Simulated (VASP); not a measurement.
Write the native input for VASP 6.6.1 that does the following.

```yaml
Task: single point
Functional: r2SCAN
Potentials_or_basis: VASP PAW PBE potentials, release 64 (Mo_sv, S)
Cutoff: 520 eV
k_mesh: 12 × 12 × 4
Occupations: gaussian, width 0.02 eV
Spin: no spin polarisation
Dipole_correction: no
Further_INCAR_settings: ALGO = Normal; EDIFF = 1e-06; NBANDS = 35
```

MoS2:

```
Mo S
1.0
     3.19001    0.00000    0.00000
    -1.59500    2.76263    0.00000
     0.00000    0.00000   13.70485
Mo S
2 4
Cartesian
  0.0000 1.8418 3.4262
  1.5950 0.9209 10.2786
  0.0000 1.8418 8.7266
  1.5950 0.9209 1.8742
  0.0000 1.8418 11.8306
  1.5950 0.9209 4.9782
```

These files were run (other wordings do the same):

POSCAR

```
MoS2
1.0
    3.1900082353      0.0000000000      0.0000000000
   -1.5950041176      2.7626281700      0.0000000000
    0.0000000000      0.0000000000     13.7048504587
Mo S
2 4
Direct
    0.3333333333      0.6666666667      0.2500000000
    0.6666666667      0.3333333333      0.7500000000
    0.3333333333      0.6666666667      0.6367546933
    0.6666666667      0.3333333333      0.1367546933
    0.3333333333      0.6666666667      0.8632453067
    0.6666666667      0.3333333333      0.3632453067
```

INCAR.step1

```
SYSTEM = MoS2
PREC = Accurate
ENCUT = 520
ISMEAR = 0
SIGMA = 0.02
LREAL = .False.
LASPH = .True.
NELM = 100
NBANDS = 35
GGA = PE
ALGO = Normal
EDIFF = 1E-4
LWAVE = .True.
LCHARG = .False.
```

INCAR.step2

```
SYSTEM = MoS2
PREC = Accurate
ENCUT = 520
EDIFF = 1E-6
ISMEAR = 0
SIGMA = 0.02
LREAL = .False.
LASPH = .True.
NELM = 100
ALGO = Normal
ISIF = 2
LWAVE = .False.
LCHARG = .False.
METAGGA = R2SCAN
LMIXTAU = .True.
NBANDS = 35
ISTART = 1
```

KPOINTS

```
regular mesh
0
Gamma
  12 12 4
  0 0 0
```

Potentials or basis: VASP PAW PBE potentials, release 64 (Mo_sv, S).

Run with:

```console
$ cat potpaw_PBE.64/Mo_sv/POTCAR potpaw_PBE.64/S/POTCAR > POTCAR
$ cp INCAR.step1 INCAR
$ mpirun -np 1 vasp_std > vasp.out
$ cp INCAR.step2 INCAR
$ mpirun -np 1 vasp_std > vasp.out
```

It gave:

| Property | Result |
| --- | --- |
| Pressure | -0.5 GPa |
| Band gap on the k mesh | 1.30 eV (least direct gap 1.73 eV) |

Caveat: the PAW data sets were made with another functional, which shifts forces and pressure a little.

Wall time 28 min on 1 thread of Oxide Virtual Turin-like Processor, with other jobs on the host, peak memory 0.34 GiB.
